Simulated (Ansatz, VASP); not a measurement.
ScGa3P2: VASP beside Ansatz

```xyz
6
Lattice="3.8613 0.0000 0.0000 0.0000 3.8613 0.0000 0.0000 0.0000 7.5284" Properties=species:S:1:pos:R:3 pbc="T T T"
Sc    1.9307    1.9307    0.0000
Ga    1.9307    1.9307    3.7642
Ga    0.0000    0.0000    1.9503
Ga    0.0000    0.0000    5.5781
P     0.0000    1.9307    0.0000
P     1.9307    0.0000    0.0000
```

Alike in both runs: task single point; functional PBE; k mesh 4 × 4 × 2; occupations gaussian, width 0.1 eV; no spin polarisation.

|  | VASP | Ansatz |
| --- | --- | --- |
| version | VASP 6.6.1 | Ansatz 0.2.0 |
| potentials or method | VASP PAW PBE potentials, release 64 (Sc_sv, Ga_d, P), cutoff 520 eV | scalar-relativistic, plane waves, PAW |
| valence electrons in the cell | 60 | 60 |

|  | VASP | Ansatz | Ansatz less VASP |
| --- | --- | --- | --- |
| gap on the k mesh at the Fermi level (eV) | none | none | - |
| rms of the force components (eV/Å) | 0.371 | 0.364 | -0.0070 |

Atom by atom the forces differ by 0.007 eV/Å (rms over components). A gap of «none» marks a metal or a gap that the smearing closes.

The k mesh is coarse, so the values compare programs but aren't converged.
